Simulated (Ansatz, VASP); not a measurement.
# MgO in VASP and in Ansatz

```
Mg O
1.0
     3.52132    0.00000    0.00000
    -1.76066    3.04955    0.00000
     0.00000    0.00000    4.45140
Mg O
2 2
Direct
  0.66667 0.33333 0.75000
  0.33333 0.66667 0.25000
  0.66667 0.33333 0.25000
  0.33333 0.66667 0.75000
```

Alike in both runs: task single point; functional PBE; k mesh 9 × 9 × 6; occupations gaussian, width 0.05 eV; no spin polarisation.

|  | VASP | Ansatz |
| --- | --- | --- |
| version | VASP 6.6.1 | Ansatz 0.2.0 |
| potentials or method | VASP PAW PBE potentials, release 64 (Mg, O), cutoff 520 eV | scalar-relativistic, plane waves, PAW |
| valence electrons in the cell | 16 | 32 |

|  | VASP | Ansatz | Ansatz less VASP |
| --- | --- | --- | --- |
| gap on the k mesh at the Fermi level (eV) | 2.94 | 2.96 | +0.021 |
| least direct gap on the mesh (eV) | 2.94 | 2.96 | +0.021 |
| pressure (GPa) | -5.7 | -5.1 | +0.55 |
| traceless stress, the component that is largest in VASP (GPa) | -3.57 | -3.47 | +0.095 |

VASP's potentials hold 16 valence electrons a cell and Ansatz's 32, so a difference there can come from the potentials and not from the codes.
